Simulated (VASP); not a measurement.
BaTiO3, 5 atoms in the cell. Symmetry: R3m, No. 160, trigonal system. Conventional cell: a = 5.390 Å, b = 5.390 Å, c = 7.311 Å, α = 90.00°, β = 90.00°, γ = 120.00°. Ba (site symmetry 3m) has 12 O at 2.70 to 2.94 Å and 8 Ti at 3.32 to 3.71 Å within 3.8 Å. Within 2.5 Å of Ti (site symmetry 3m) lie 6 O at 1.89 to 2.07 Å. O (site symmetry m) has 2 Ti at 1.89 to 2.07 Å within 2.5 Å.  This cell differs from its parent crystal: strain -0.050 along x and y, +0.050 along z.

```yaml
Program: VASP 6.6.1
Task: single point
Functional: r2SCAN
Potentials_or_basis: VASP PAW PBE potentials, release 64 (Ba_sv, Ti_sv, O)
Cutoff: 520 eV
k_mesh: 6 × 6 × 6
Occupations: gaussian, width 0.05 eV
Spin: no spin polarisation
Hubbard_terms: Ti d U = 4.0 eV
Dipole_correction: no
Further_INCAR_settings: ALGO = Normal; EDIFF = 1e-07; NBANDS = 28
```

Potentials or basis: VASP PAW PBE potentials, release 64 (Ba_sv, Ti_sv, O).

Command:

```sh
$ cat potpaw_PBE.64/Ba_sv/POTCAR potpaw_PBE.64/Ti_sv/POTCAR potpaw_PBE.64/O/POTCAR > POTCAR
$ cp INCAR.step1 INCAR
$ mpirun -np 1 vasp_std > vasp.out
$ cp INCAR.step2 INCAR
$ mpirun -np 1 vasp_std > vasp.out
```

Hardware: 1 thread of Intel(R) Xeon(R) Platinum 8488C (Sapphire Rapids) (shared host).

How long does it take, and how much memory?

Wall time 2.5 min on 1 thread of Intel(R) Xeon(R) Platinum 8488C (Sapphire Rapids), with other jobs on the host, peak memory 0.21 GiB. Counts: k points 32.
